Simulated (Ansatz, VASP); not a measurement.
# Two plane-wave programs on Cd2TeSe5

```xyz
8
Lattice="0.0000 5.9185 5.9185 5.9185 0.0000 5.9185 5.9185 5.9185 0.0000" Properties=species:S:1:pos:R:3 pbc="T T T"
Cd    2.9593    2.9593    2.9593
Cd    8.8778    8.8778    8.8778
Te    5.9185    5.9185    5.9185
Se    7.3743    7.3743    7.3743
Se    4.4627    4.4627    7.3743
Se    4.4627    7.3743    4.4627
Se    7.3743    4.4627    4.4627
Se    0.0000    0.0000    0.0000
```

Alike in both runs: functional PBE; k mesh 2 × 2 × 2; occupations gaussian, width 0.15 eV; no spin polarisation.

Ansatz relaxed the structure, and its values are those at the end. VASP's run is a single point on that final structure, the one shown.

|  | VASP | Ansatz |
| --- | --- | --- |
| version | VASP 6.6.1 | Ansatz 0.2.0 |
| potentials or method | VASP PAW PBE potentials, release 64 (Cd, Te, Se), cutoff 500 eV | scalar-relativistic, plane waves, PAW |
| valence electrons in the cell | 60 | 136 |

```tsv
	VASP	Ansatz	Ansatz less VASP
gap on the k mesh at the Fermi level (eV)	none	none	-
pressure (GPa)	0.6	0.5	-0.05
rms of the force components (eV/Å)	0.009	0.004	-0.0058
```

A gap of «none» marks a metal or a gap that the smearing closes. VASP's potentials hold 60 valence electrons a cell and Ansatz's 136, so a difference there can come from the potentials and not from the codes.

The k mesh is coarse, so the values compare programs but aren't converged. Neither program's run includes spin-orbit coupling.
